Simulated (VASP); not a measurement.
Li4F, 5 atoms in the cell. The cell holds a slab with vacuum, 5 atoms: a = 3.053 Å, b = 3.053 Å, c = 25.477 Å, α = 90.00°, β = 90.00°, γ = 90.00°. 

| Item | Value |
| --- | --- |
| Program | VASP 6.6.1 |
| Task | single point |
| Functional | PBEsol |
| Potentials or basis | VASP PAW PBE potentials, release 64 (Li_sv, F) |
| Cutoff | 520 eV |
| k mesh | 9 × 9 × 1 |
| Occupations | gaussian, width 0.1 eV |
| Spin | no spin polarisation |
| Dipole correction | yes |
| Further INCAR settings | ALGO = Normal; EDIFF = 1e-06; NBANDS = 18 |

Potentials or basis: VASP PAW PBE potentials, release 64 (Li_sv, F).

The run is started by

```sh
$ cat potpaw_PBE.64/Li_sv/POTCAR potpaw_PBE.64/F/POTCAR > POTCAR
$ mpirun -np 1 vasp_std > vasp.out
```

Hardware: 1 thread of AMD EPYC 7R43 64-Core Processor (Zen 3) (shared host).

Estimate the wall time of this run.

It took 2.8 min on 1 thread of AMD EPYC 7R43 64-Core Processor (Zen 3), on a shared host, peak memory 0.31 GiB. Counts: scf iterations 29, k points 15.
